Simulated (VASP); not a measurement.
Set up this calculation in VASP 6.6.1, as the native input.

```yaml
Task: relaxation of cell and atoms
Functional: LDA
Potentials_or_basis: VASP PAW LDA potentials, release 64 (C)
Cutoff: 600 eV
k_mesh: 10 × 10 × 10
Occupations: gaussian, width 0.1 eV
Spin: no spin polarisation
Dipole_correction: no
Further_INCAR_settings: ALGO = Normal; EDIFF = 1e-07; IBRION = 2; EDIFFG = -0.05; NSW = 100; ISIF = 3
```

The structure of C lies in POSCAR:

```
C
1.0
    0.0000000000      1.7834000000      1.7834000000
    1.7834000000      0.0000000000      1.7834000000
    1.7834000000      1.7834000000      0.0000000000
C
2
Direct
    0.5000000000      0.5000000000      0.5000000000
    0.7500000000      0.7500000000      0.7500000000
```

One way to write it, as run:

INCAR

```
SYSTEM = C
ALGO     = Normal         ! electronic algorithm
EDIFF    = 1E-7           ! SCF threshold, eV
EDIFFG   = -0.05          ! ionic threshold
ENCUT    = 600            ! plane-wave cutoff, eV
GGA_COMPAT= .False.      
IBRION   = 2              ! ionic algorithm
ISIF     = 3              ! what is computed and relaxed
ISMEAR   = 0              ! smearing method
LASPH    = .True.         ! aspherical terms in the spheres
LCHARG   = .False.        ! write CHGCAR
LREAL    = .False.        ! projectors in reciprocal space
LWAVE    = .False.        ! write WAVECAR
NELM     = 120            ! most SCF steps
NELMIN   = 4            
NSW      = 100            ! ionic steps
PREC     = Accurate       ! precision mode
SIGMA    = 0.1            ! smearing width, eV
```

KPOINTS

```
k-points
0
Gamma
  10 10 10
  0 0 0
```

Potentials or basis: VASP PAW LDA potentials, release 64 (C).

The run is started by

```sh
$ cat potpaw_LDA.64/C/POTCAR > POTCAR
$ mpirun -np 1 vasp_std > vasp.out
```

Results of the run:

```
Relaxed volume                        : 5.52 Å³/atom
Relaxed cell                          : a = 2.499 Å, b = 2.499 Å, c = 2.499 Å, α = 60.00°, β = 60.00°, γ = 60.00°
Space group after relaxing (to 0.1 Å) : Fd-3m (No. 227)
Energy gained by relaxing             : 6.2 meV/atom
Ionic steps                           : 3
Pressure after relaxing               : -0.1 GPa
Band gap on the k mesh                : 4.20 eV (least direct gap 5.62 eV)
```

It took 4.1 s on 1 thread of Intel(R) Xeon(R) 6975P-C (Granite Rapids), on a shared host, peak memory 0.11 GiB.
